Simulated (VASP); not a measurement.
# PbS (I4/mmm) in VASP: a series of runs

The runs below take PbS through single point, with PBE+D3(BJ).

Everything below comes from runs of VASP 6.6.1. Logs are shortened: lines on timing, memory, paths and dates and some standing lists are left out, and cuts for length are marked.

**1. The cell of the first run**

The structure is tetragonal, space group I4/mmm (No. 139). Conventional cell: a = 4.088 Å, b = 4.088 Å, c = 6.226 Å, α = 90.00°, β = 90.00°, γ = 90.00°. Within 3.8 Å of Pb (site symmetry 4/mmm) lie 6 S at 2.89 to 3.11 Å. S (site symmetry 4/mmm) has 6 Pb at 2.89 to 3.11 Å within 3.8 Å.

**2. Single point, PBE+D3(BJ) (strain -0.025 along x and y, +0.050 along z)**

File INCAR:

```
SYSTEM = PbS
PREC     = Accurate       ! precision mode
ENCUT    = 520            ! plane-wave cutoff, eV
EDIFF    = 1E-6           ! SCF threshold, eV
ISMEAR   = 0              ! smearing method
SIGMA    = 0.03           ! smearing width, eV
LREAL    = .FALSE.        ! projectors in reciprocal space
LASPH    = .TRUE.         ! aspherical terms in the spheres
NELM     = 100            ! most SCF steps
ALGO     = Normal         ! electronic algorithm
ISIF     = 2              ! what is computed and relaxed
LWAVE    = .FALSE.        ! write WAVECAR
LCHARG   = .TRUE.         ! write CHGCAR
GGA      = PE             ! functional
IVDW     = 12             ! dispersion correction
LELF     = .TRUE.         ! ELF
LVHAR    = .TRUE.       
NBANDS   = 17             ! bands
```

File KPOINTS:

```
regular mesh
0
G
  10 10 10
  0 0 0
```

File POSCAR:

```
PbS
1.0
    0.0000000000      2.8908750000      3.1132500000
    2.8908750000      0.0000000000      3.1132500000
    2.8908750000      2.8908750000      0.0000000000
Pb S
1 1
Direct
    0.0000000000      0.0000000000      0.0000000000
    0.5000000000      0.5000000000      0.5000000000
```

Potentials or basis: VASP PAW PBE potentials, release 64 (Pb_d, S).

Run with:

```sh
> cat potpaw_PBE.64/Pb_d/POTCAR potpaw_PBE.64/S/POTCAR > POTCAR
> mpirun -np 1 vasp_std > vasp.out
```

OUTCAR:

```text
SYSTEM = PbS
   PREC = Accurate
   ENCUT = 520
   EDIFF = 1E-6
   ISMEAR = 0
   LREAL = .FALSE.
   LASPH = .TRUE.
   NELM = 100
   ISIF = 2
   GGA = PE
   IVDW = 12
 IVDW          = 12

 ion  position               nearest neighbor table
   1  0.000  0.000  0.000-   2 2.89   2 2.89   2 2.89   2 2.89   2 3.11   2 3.11
   2  0.500  0.500  0.500-   1 2.89   1 2.89   1 2.89   1 2.89   1 3.11   1 3.11

  LATTYP: Found a body centered tetragonal cell.
 ALAT       =     4.0883146321
 C/A-ratio  =     1.5229992210

  Lattice vectors:

 A1 = (  -2.8908750000,   0.0000000000,   3.1132500000)
 A2 = (   2.8908750000,   0.0000000000,   3.1132500000)
 A3 = (   0.0000000000,   2.8908750000,  -3.1132500000)

Analysis of symmetry for initial positions (statically):
=====================================================================
 Subroutine PRICEL returns:
 Original cell was already a primitive cell.

 Routine SETGRP: Setting up the symmetry group for a
 body centered tetragonal supercell.

 Subroutine GETGRP returns: Found 16 space group operations
 (whereof 16 operations were pure point group operations)
 out of a pool of 16 trial point group operations.

The static configuration has the point symmetry D_4h.

Analysis of symmetry for dynamics (positions and initial velocities):
=====================================================================
 Subroutine PRICEL returns:
 Original cell was already a primitive cell.

 Routine SETGRP: Setting up the symmetry group for a
 body centered tetragonal supercell.

 Subroutine GETGRP returns: Found 16 space group operations
 (whereof 16 operations were pure point group operations)
 out of a pool of 16 trial point group operations.

The dynamic configuration has the point symmetry D_4h.

 Subroutine INISYM returns: Found 16 space group operations
 (whereof 16 operations are pure point group operations),
 and found     1 'primitive' translations

----------------------------------------------------------------------------------------

                                     Primitive cell

  volume of cell :      52.0358

  direct lattice vectors                    reciprocal lattice vectors
     0.000000000  2.890875000  3.113250000    -0.172958014  0.172958014  0.160603871
     2.890875000  0.000000000  3.113250000     0.172958014 -0.172958014  0.160603871
     2.890875000  2.890875000  0.000000000     0.172958014  0.172958014 -0.160603871

  length of vectors
     4.248468410  4.248468410  4.088314632     0.292613316  0.292613316  0.292613316

  position of ions in fractional coordinates (direct lattice)
     0.000000000  0.000000000  0.000000000
     0.500000000  0.500000000  0.500000000

  ion indices of the primitive-cell ions
   primitive index   ion index
                 1           1
                 2           2

----------------------------------------------------------------------------------------

 KPOINTS: regular mesh

Automatic generation of k-mesh.
 Grid dimensions read from file:
 generate k-points for:   10   10   10

 Generating k-lattice:

  Cartesian coordinates                     Fractional coordinates (reciprocal lattice)
    -0.017295801  0.017295801  0.016060387     0.100000000  0.000000000  0.000000000
     0.017295801 -0.017295801  0.016060387     0.000000000  0.100000000  0.000000000
     0.017295801  0.017295801 -0.016060387     0.000000000  0.000000000  0.100000000

  Length of vectors
     0.029261332  0.029261332  0.029261332

  Shift w.r.t. Gamma in fractional coordinates (k-lattice)
     0.000000000  0.000000000  0.000000000

 Subroutine IBZKPT returns following result:
 ===========================================

 Found    102 irreducible k-points:

 Following reciprocal coordinates:
            Coordinates               Weight
  0.000000  0.000000  0.000000      1.000000
  0.100000 -0.000000  0.000000      8.000000
  0.200000 -0.000000  0.000000      8.000000
  0.300000 -0.000000  0.000000      8.000000
  0.400000  0.000000  0.000000      8.000000
  0.500000 -0.000000  0.000000      4.000000
[... 16 lines left out ...]
  0.300000  0.300000  0.000000      2.000000
  0.400000  0.300000  0.000000      8.000000
 [... further k-points ...]
   k-points           NKPTS =    102   k-points in BZ     NKDIM =    102   number of bands    NBANDS=     17
   number of dos      NEDOS =    301   number of ions     NIONS =      2
   total plane-waves  NPLWV =  30720
   dimension x,y,z NGX =    32 NGY =   32 NGZ =   30
   dimension x,y,z NGXF=    64 NGYF=   64 NGZF=   60
   ions per type =               1   1
   NGX,Y,Z   is equivalent  to a cutoff of  12.52, 12.52, 12.20 a.u.
   NGXF,Y,Z  is equivalent  to a cutoff of  25.04, 25.04, 24.40 a.u.
 SYSTEM =  PbS
   PREC   = accura    normal or accurate (medium, high low for compatibility)
   ISTART =      0    job   : 0-new  1-cont  2-samecut
   ICHARG =      2    charge: 1-file 2-atom 10-const
   ISPIN  =      1    spin polarized calculation?
   LNONCOLLINEAR =      F non collinear calculations
   LSORBIT =      F    spin-orbit coupling
   LASPH  =      T    aspherical Exc in radial PAW
   ENCUT  =  520.0 eV  38.22 Ry    6.18 a.u.   7.90  7.90  7.60*2*pi/ulx,y,z
   NELM   =    100;   NELMIN=  2; NELMDL= -5     # of ELM steps
   EDIFF  = 0.1E-05   stopping-criterion for ELM
   LREAL  =      F    real-space projection
   EDIFFG = 0.1E-04   stopping-criterion for IOM
   NSW    =      0    number of steps for IOM
   IBRION =     -1    ionic relax: 0-MD 1-quasi-New 2-CG
   NFREE  =      0    steps in history (QN), initial steepest desc. (CG)
   ISIF   =      2    stress and relaxation
   ISYM   =      2    0-nonsym 1-usesym 2-fastsym
   POTIM  = 0.5000    time-step for ionic-motion
   TEBEG  =    0.0;   TEEND  =   0.0 temperature during run
   PSTRESS=    0.0 pullay stress
   NELECT =      20.0000    total number of electrons
   NUPDOWN=      -1.0000    fix difference up-down
   EMIN   =  10.00;   EMAX   =-10.00  energy-range for DOS
   EFERMI =   0.00;   METHOD = LEGACY
   ISMEAR =     0;   SIGMA  =   0.03  broadening in eV -4-tet -1-fermi 0-gaus
   EFERMI_NEDOS =   21; number of points for ismear=-14 and -15
   IALGO  =     38    algorithm
   IMIX   =      4    mixing-type and parameters
     AMIX     =   0.40;   BMIX     =  1.00
     AMIX_MAG =   1.60;   BMIX_MAG =  1.00
  volume/ion in A,a.u.               =      26.02       175.58
  Fermi-wavevector in a.u.,A,eV,Ry     =   1.190284  2.249311 19.276410  1.416776
  Thomas-Fermi vector in A             =   2.326372
   LORBIT       =      0    0 simple, 1 ext, 2 COOP (PROOUT), +10 PAW based schemes
   GGA     = PE    functional components
   LHFCALC =     F    Hartree Fock is set to
   AEXX    =    0.0000 exact exchange contribution
   IVDW    =    12    specifies the selected vdW correction
   LEPSILON=     F    determine dielectric tensor
   LRPA    =     F    only Hartree local field effects (RPA)
 non-spin polarized calculation
 Gauss-broadening in eV      SIGMA  =   0.03
  energy-cutoff  :      520.00
  volume of cell :       52.04
 maximum number of plane-waves:      1420
   NGX = 15   NGY = 15   NGZ = 15

 number of electron      19.9999999 magnetization

 Free energy of the ion-electron system (eV)
  ---------------------------------------------------
  ext. energy  EPLUGINS =         0.00000000
  ---------------------------------------------------
  free energy    TOTEN  =        -8.68151955 eV

  energy without entropy =       -8.68151955  energy(sigma->0) =       -8.68151955

 E-fermi :   6.0734     XC(G=0):  -9.6854

 val. band max:        5.9629465744   @ k =   0.5000  -0.0000   0.0000
 cond. band min:       6.1842941624   @ k =   0.5000  -0.0000   0.0000
 fundamental gap:      0.2213475880
 Fermi energy:         6.0733987914

 k-point     1 :       0.0000    0.0000    0.0000
  band No.  band energies     occupation
      1     -10.9887      2.00000
      2     -10.9710      2.00000
      3     -10.9710      2.00000
      4     -10.9539      2.00000
      5     -10.9235      2.00000
      6      -7.7835      2.00000
[... 9 lines left out ...]
     16      12.7639      0.00000
     17      13.6995      0.00000

 k-point     2 :       0.1000   -0.0000    0.0000
  band No.  band energies     occupation
      1     -10.9886      2.00000
      2     -10.9706      2.00000
      3     -10.9685      2.00000
      4     -10.9501      2.00000
      5     -10.9264      2.00000
      6      -7.6979      2.00000
[... 9 lines left out ...]
     16      12.9922      0.00000
     17      14.3566      0.00000

 k-point     3 :       0.2000   -0.0000    0.0000
  band No.  band energies     occupation
      1     -10.9910      2.00000
      2     -10.9693      2.00000
      3     -10.9637      2.00000
      4     -10.9380      2.00000
      5     -10.9321      2.00000
      6      -7.4522      2.00000
[... 9 lines left out ...]
     16      13.5070      0.00000
     17      15.7774      0.00000

 k-point     4 :       0.3000   -0.0000    0.0000
  band No.  band energies     occupation
      1     -10.9960      2.00000
      2     -10.9682      2.00000
      3     -10.9641      2.00000
      4     -10.9327      2.00000
      5     -10.9208      2.00000
      6      -7.0883      2.00000
[... 9 lines left out ...]
     16      14.3148      0.00000
     17      17.3634      0.00000

 k-point     5 :       0.4000    0.0000    0.0000
  band No.  band energies     occupation
      1     -11.0008      2.00000
      2     -10.9697      2.00000
      3     -10.9677      2.00000
      4     -10.9278      2.00000
      5     -10.9061      2.00000
      6      -6.7131      2.00000
[... 9 lines left out ...]
     16      15.4493      0.00000
     17      17.2616      0.00000

 k-point     6 :       0.5000   -0.0000    0.0000
  band No.  band energies     occupation
      1     -11.0026      2.00000
      2     -10.9725      2.00000
      3     -10.9676      2.00000
      4     -10.9253      2.00000
      5     -10.9003      2.00000
      6      -6.5370      2.00000
[... 9 lines left out ...]
     16      16.0493      0.00000
     17      16.6072      0.00000

 k-point     7 :       0.1000    0.1000    0.0000
  band No.  band energies     occupation
      1     -10.9978      2.00000
      2     -10.9663      2.00000
      3     -10.9663      2.00000
      4     -10.9558      2.00000
      5     -10.9218      2.00000
      6      -7.6819      2.00000
[... 9 lines left out ...]
     16      13.4772      0.00000
     17      15.3461      0.00000

 k-point     8 :       0.2000    0.1000    0.0000
  band No.  band energies     occupation
      1     -11.0059      2.00000
      2     -10.9626      2.00000
      3     -10.9606      2.00000
      4     -10.9528      2.00000
      5     -10.9225      2.00000
      6      -7.5017      2.00000
[... 9 lines left out ...]
     16      14.0082      0.00000
     17      16.4822      0.00000
[... 203 lines left out ...]
      1     -11.0371      2.00000
      2     -10.9544      2.00000
      3     -10.9515      2.00000
      4     -10.9290      2.00000
      5     -10.9212      2.00000
      6      -6.5029      2.00000
[... 9 lines left out ...]
     16      16.3025      0.00000
     17      16.6595      0.00000

 k-point    20 :      -0.4000    0.2000    0.0000
  band No.  band energies     occupation
      1     -11.0236      2.00000
      2     -10.9597      2.00000
      3     -10.9569      2.00000
      4     -10.9286      2.00000
      5     -10.9151      2.00000
      6      -6.3947      2.00000
[... 9 lines left out ...]
     16      15.4293      0.00000
     17      17.1176      0.00000

 k-point    21 :      -0.3000    0.2000    0.0000
  band No.  band energies     occupation
      1     -11.0069      2.00000
      2     -10.9668      2.00000
      3     -10.9580      2.00000
      4     -10.9397      2.00000
      5     -10.9067      2.00000
      6      -6.5776      2.00000
[... 9 lines left out ...]
     16      15.9009      0.00000
     17      16.4540      0.00000

 k-point    22 :      -0.2000    0.2000    0.0000
  band No.  band energies     occupation
      1     -10.9926      2.00000
      2     -10.9725      2.00000
      3     -10.9536      2.00000
      4     -10.9513      2.00000
      5     -10.9082      2.00000
      6      -6.9206      2.00000
[... 9 lines left out ...]
     16      14.7327      0.00000
     17      16.0076      0.00000

 k-point    23 :       0.3000    0.3000    0.0000
  band No.  band energies     occupation
      1     -11.0658      2.00000
      2     -10.9672      2.00000
      3     -10.9376      2.00000
      4     -10.9376      2.00000
      5     -10.9116      2.00000
      6      -6.9687      2.00000
[... 9 lines left out ...]
     16      16.4597      0.00000
     17      16.4597      0.00000

 k-point    24 :       0.4000    0.3000    0.0000
  band No.  band energies     occupation
      1     -11.0788      2.00000
      2     -10.9656      2.00000
      3     -10.9328      2.00000
      4     -10.9326      2.00000
      5     -10.9114      2.00000
      6      -6.7145      2.00000
[... 9 lines left out ...]
     16      16.8304      0.00000
     17      17.4854      0.00000

 [... further k-points ...]

------------------------ aborting loop because EDIFF is reached ----------------------------------------

 Edisp (eV)   -0.69602

 E8    (eV) :    -0.3134

  FORCE on cell =-STRESS in cart. coord.  units (eV):
  Direction    XX          YY          ZZ          XY          YZ          ZX
  --------------------------------------------------------------------------------------
  -------------------------------------------------------------------------------------
  Total       1.25714     1.25714    -1.54810     0.00000    -0.00000     0.00000
  in kB      38.70707    38.70707   -47.66592     0.00000    -0.00000     0.00000
  external pressure =        9.92 kB  Pullay stress =        0.00 kB

 VOLUME and BASIS-vectors are now :
 -----------------------------------------------------------------------------
  energy-cutoff  :      520.00
  volume of cell :       52.04
      direct lattice vectors                 reciprocal lattice vectors
     0.000000000  2.890875000  3.113250000    -0.172958014  0.172958014  0.160603871
     2.890875000  0.000000000  3.113250000     0.172958014 -0.172958014  0.160603871
     2.890875000  2.890875000  0.000000000     0.172958014  0.172958014 -0.160603871

 POSITION                                       TOTAL-FORCE (eV/Angst)
 -----------------------------------------------------------------------------------
      0.00000      0.00000      0.00000        -0.000000     -0.000000      0.000000
      2.89087      2.89087      3.11325         0.000000      0.000000     -0.000000
 -----------------------------------------------------------------------------------
    total drift:                                0.000000     -0.000000     -0.000000

  FREE ENERGIE OF THE ION-ELECTRON SYSTEM (eV)
  ---------------------------------------------------
  free  energy   TOTEN  =        -9.3775427866 eV

  energy  without entropy=       -9.3775427864  energy(sigma->0) =       -9.37754279
```

It took 25 s on 1 thread of Intel Xeon 6975P-C (Granite Rapids), shared host; peak memory 0.24 GiB.

Results:

- Free energy: -9.3775 eV
- Pressure: 1.0 GPa
- Band gap on the k mesh: 0.22 eV, direct
- Dispersion energy per atom: -0.348 eV

Caveat: the cell differs from its parent crystal (strain -0.025 along x and y, +0.050 along z); spin-orbit coupling is left out, which moves the levels of the heavy elements. A k mesh can miss the band edges.

**3. Single point, PBE+D3(BJ) (strain +0.025 along x and y, -0.050 along z)**

File INCAR:

```
SYSTEM = PbS
PREC = Accurate
ENCUT = 520
EDIFF = 1E-6
ISMEAR = 0
SIGMA = 0.03
LREAL = .False.
LASPH = .True.
NELM = 100
ALGO = Normal
ISIF = 2
LWAVE = .False.
LCHARG = .False.
GGA = PE
IVDW = 12
NBANDS = 17
```

File KPOINTS:

```
Automatic mesh
0
Gamma
  10 10 10
  0 0 0
```

File POSCAR:

```
PbS
1.0
    0.0000000000      3.0391250000      2.8167500000
    3.0391250000      0.0000000000      2.8167500000
    3.0391250000      3.0391250000      0.0000000000
Pb S
1 1
Direct
    0.0000000000      0.0000000000      0.0000000000
    0.5000000000      0.5000000000      0.5000000000
```

Potentials or basis: VASP PAW PBE potentials, release 64 (Pb_d, S).

Run with:

```sh
> cat potpaw_PBE.64/Pb_d/POTCAR potpaw_PBE.64/S/POTCAR > POTCAR
> mpirun -np 1 vasp_std > vasp.out
```

It took 22 s on 1 thread of Intel Xeon 6975P-C (Granite Rapids), shared host; peak memory 0.24 GiB.

The run converged. Its results:

```
Free energy                : -9.3589 eV
Pressure                   : 1.1 GPa
Band gap on the k mesh     : 0.19 eV, direct
Dispersion energy per atom : -0.348 eV
```

Stress tensor (GPa, compression positive):
```
-2.72  0.00  0.00
 0.00 -2.72  0.00
 0.00  0.00  8.85
```

Levels at points of the mesh, in eV from the valence-band top:
```
           k point  band 6  band 7  band 8  band 9  band 10  band 11  band 12  band 13  band 14  band 15
(0.00, 0.00, 0.00)  -13.78   -6.11   -2.78   -2.12    -2.12     4.54     4.54     6.37     6.47     6.47
(0.50, 0.00, 0.00)  -12.53   -9.04   -2.01   -1.89     0.00     0.19     1.59     2.14     8.50     9.66
(0.50, 0.50, 0.00)  -11.83   -7.54   -5.47   -3.71    -3.71     3.51     5.30     5.30     6.04    10.99
(0.50, 0.00, 0.50)  -12.23   -7.17   -5.33   -3.95    -3.16     3.85     4.89     5.18     6.60    10.56
```

Caveat: the cell differs from its parent crystal (strain +0.025 along x and y, -0.050 along z); spin-orbit coupling is left out, which moves the levels of the heavy elements.

**4. Single point, PBE+D3(BJ) (strain +0.025 along x and y, -0.025 along z)**

INCAR, as its differences from that of step 3:

```diff
@@ -8,3 +8,3 @@
 LASPH = .True.
-NELM = 100
+NELM = 80
 ALGO = Normal
```

File KPOINTS:

```
regular mesh
0
Gamma
  10 10 10
  0 0 0
```

File POSCAR:

```
PbS
1.0
    0.0000000000      3.0391250000      2.8908750000
    3.0391250000      0.0000000000      2.8908750000
    3.0391250000      3.0391250000      0.0000000000
Pb S
1 1
Direct
    0.0000000000      0.0000000000      0.0000000000
    0.5000000000      0.5000000000      0.5000000000
```

Run with:

```sh
> cat potpaw_PBE.64/Pb_d/POTCAR potpaw_PBE.64/S/POTCAR > POTCAR
> mpirun -np 1 vasp_std > vasp.out
```

Run time: 23 s. Hardware: 1 thread of Intel Xeon 6975P-C (Granite Rapids), shared host; peak memory 0.24 GiB.

Results (log left out):

| Quantity | Value |
| --- | --- |
| Free energy | -9.4109 eV |
| Pressure | -0.9 GPa |
| Band gap on the k mesh | 0.38 eV, direct |
| Dispersion energy per atom | -0.339 eV |

Stress tensor (GPa, compression positive):
```
-3.03  0.00  0.00
 0.00 -3.03  0.00
 0.00  0.00  3.42
```

Levels at points of the mesh, in eV from the valence-band top:
```
           k point  band 7  band 8  band 9  band 10  band 11  band 12  band 13  band 14
(0.00, 0.00, 0.00)   -6.09   -2.38   -1.96    -1.96     4.76     4.76     5.91     6.67
(0.50, 0.00, 0.00)   -8.76   -1.76   -1.68     0.00     0.38     1.83     2.17     8.59
(0.50, 0.50, 0.00)   -7.34   -5.10   -3.39    -3.39     3.80     5.39     5.39     5.86
(0.50, 0.00, 0.50)   -7.10   -5.00   -3.55    -3.04     4.01     5.14     5.28     6.22
```

Caveat: the cell differs from its parent crystal (strain +0.025 along x and y, -0.025 along z); spin-orbit coupling is left out, which moves the levels of the heavy elements. A k mesh can miss the band edges.

(Part 1 of 2 ends here.)
